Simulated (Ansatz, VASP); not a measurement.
**One calculation of AlAs, two programs**

INCAR

```
PREC     = Accurate       # precision mode
ENCUT    = 500            # plane-wave cutoff, eV
EDIFF    = 1E-6           # SCF threshold, eV
ISMEAR   = 0              # smearing method
SIGMA    = 0.1            # smearing width, eV
LREAL    = False          # projectors in reciprocal space
LASPH    = True           # aspherical terms in the spheres
NELM     = 120            # most SCF steps
ALGO     = Normal         # electronic algorithm
ISIF     = 2              # what is computed and relaxed
LWAVE    = False          # write WAVECAR
LCHARG   = False          # write CHGCAR
GGA      = PS             # functional
NBANDS   = 11             # bands
GGA_COMPAT= False
```

The input KPOINTS:

```
Automatic mesh
0
Gamma
  6 6 6
```

POSCAR

```
AlAs
1.0
    0.0000000000      2.8379008000      2.8379008000
    2.8379008000      0.0000000000      2.8379008000
    2.8379008000      2.8379008000      0.0000000000
Al As
1 1
Direct
    0.0000000000      0.0000000000      0.0000000000
    0.2500000000      0.2500000000      0.2500000000
```

Input for Ansatz:

```yaml
crystal:
  lattice:
    - [0.0, 2.8379008, 2.8379008]
    - [2.8379008, 0.0, 2.8379008]
    - [2.8379008, 2.8379008, 0.0]
  atoms:
    - { symbol: Al, position: [0.0, 0.0, 0.0] }
    - { symbol: As, position: [0.25, 0.25, 0.25] }
basis:
  ecutwfc: 420
kpoints:
  mp_grid: { grid: [6, 6, 6] }
hamiltonian:
  xc: pbesol
  pseudopotentials: { kind: paw }
scf:
  occupations: { method: gaussian, width: 0.1 }
output:
  forces: true
  stress: true
  eigenvalues: true
```

Alike in both runs: task single point; functional PBEsol; k mesh 6 × 6 × 6; occupations gaussian, width 0.1 eV; no spin polarisation.

```csv
,VASP,Ansatz
version,VASP 6.6.1,Ansatz 0.2.0
potentials or method,"VASP PAW PBE potentials, release 64 (Al, As), cutoff 500 eV","scalar-relativistic, plane waves, PAW"
valence electrons in the cell,8,18
```

```csv
,VASP,Ansatz,Ansatz less VASP
gap on the k mesh at the Fermi level (eV),1.33,1.34,+0.011
least direct gap on the mesh (eV),1.92,1.90,-0.017
pressure (GPa),0.2,0.0,-0.27
```

VASP's potentials were made for PBE, not for PBEsol. With one functional, cell and mesh, what is left measures potentials, basis and numerics. VASP's potentials hold 8 valence electrons a cell and Ansatz's 18, so a difference there can come from the potentials and not from the codes.
